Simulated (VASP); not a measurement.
Here is a VASP 6.6.1 calculation.

Contents of INCAR:

```
PREC = Accurate ; ENCUT = 520
EDIFF = 1E-7 ; ISMEAR = 0
SIGMA = 0.01 ; LREAL = F
LASPH = T ; NELM = 150
ALGO = Normal ; ISIF = 2
LWAVE = F ; LCHARG = T
MAGMOM = 0 0 0 0 0 0 0 0 0 0 0 0 0 0 0 ; LORBIT = 11
LSORBIT = T ; GGA_COMPAT = F
LORBMOM = T ; GGA = PE
LVHAR = T ; NBANDS = 59
```

The input KPOINTS:

```
regular mesh
0
Gamma
  12 12 4
```

The input POSCAR:

```
Ga2O3
1.0
    2.9909457806      0.0000000000      0.0000000000
   -1.4954728903      2.5902350273      0.0000000000
    0.0000000000      0.0000000000      6.8458074855
Ga O
2 3
Direct
    0.3333333333      0.6666666667      0.2039192948
    0.6666666667      0.3333333333      0.7960807052
    0.0000000000      0.0000000000      0.0000000000
    0.3333333333      0.6666666667      0.6915990720
    0.6666666667      0.3333333333      0.3084009280
```

Potentials or basis: VASP PAW PBE potentials, release 64 (Ga_d, O).

Run with:

```sh
$ cat potpaw_PBE.64/Ga_d/POTCAR potpaw_PBE.64/O/POTCAR > POTCAR
$ mpirun -np 1 vasp_ncl > vasp.out
```

Problem. Predict the largest force.

Solution. 0.480 eV/Å.

Problem. Estimate the net moment.

Solution. 0.00 μB per cell.

Problem. Estimate the pressure.

Solution. 9.0 GPa.

Moments on the atoms (μB; x, y, z):
```
Ga  0.00 0.00 0.00
Ga  0.00 0.00 0.00
O   0.00 0.00 0.00
O   0.00 0.00 0.00
O   0.00 0.00 0.00
```

Caveat: the cell stands under pressure.
